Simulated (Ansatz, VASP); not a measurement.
One calculation of InHgSe2, two programs

```
In Hg Se
1.0
    -3.95171    3.95171    3.47727
     3.95171   -3.95171    3.47727
     3.95171    3.95171   -3.47727
In Hg Se
2 2 4
Direct
  0.75000 0.25000 0.50000
  0.25000 0.75000 0.50000
  0.25000 0.25000 0.00000
  0.75000 0.75000 0.00000
  0.67932 0.17932 0.85864
  0.17932 0.32068 0.50000
  0.32068 0.82068 0.14136
  0.82068 0.67932 0.50000
```

Alike in both runs: functional PBE; k mesh 4 × 4 × 4; no spin polarisation.

Ansatz relaxed the structure, and its values are those at the end. VASP's run is a single point on that final structure, the one shown.

|  | VASP | Ansatz |
| --- | --- | --- |
| version | VASP 6.6.1 | Ansatz 0.2.0 |
| potentials or method | VASP PAW PBE potentials, release 64 (In_d, Hg, Se), cutoff 520 eV | PAW plane waves |
| occupations | fermi-dirac, width 0.1 eV | fermi-dirac |
| valence electrons in the cell | 74 | 130 |

|  | VASP | Ansatz | Ansatz less VASP |
| --- | --- | --- | --- |
| gap on the k mesh at the Fermi level (eV) | none | none | - |
| pressure (GPa) | 0.1 | 0.0 | -0.06 |
| rms of the force components (eV/Å) | 0.006 | 0.003 | -0.0030 |

A gap of «none» marks a metal or a gap that the smearing closes. VASP's potentials hold 74 valence electrons a cell and Ansatz's 130, so a difference there can come from the potentials and not from the codes.

Neither program's run includes spin-orbit coupling.
